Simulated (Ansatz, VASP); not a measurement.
## Cd: VASP beside Ansatz

```xyz
1
Lattice="0.0000 2.2936 2.2936 2.2936 0.0000 2.2936 2.2936 2.2936 0.0000" Properties=species:S:1:pos:R:3 pbc="T T T"
Cd    0.0000    0.0000    0.0000
```

Change from the starting cell: volume scaled by 1.06.

Alike in both runs: task single point; functional PBE; k mesh 14 × 14 × 14; occupations fermi-dirac, width 0.03 eV; no spin polarisation.

```csv
,VASP,Ansatz
version,VASP 6.6.1,Ansatz 0.2.0
potentials or method,"VASP PAW PBE potentials, release 64 (Cd), cutoff 520 eV","all-electron LAPW, scalar-relativistic"
```

```tsv
	VASP	Ansatz	Ansatz less VASP
pressure (GPa)	-2.0	-2.1	-0.17
```

Ansatz ran all-electron here, and VASP with PAW potentials.
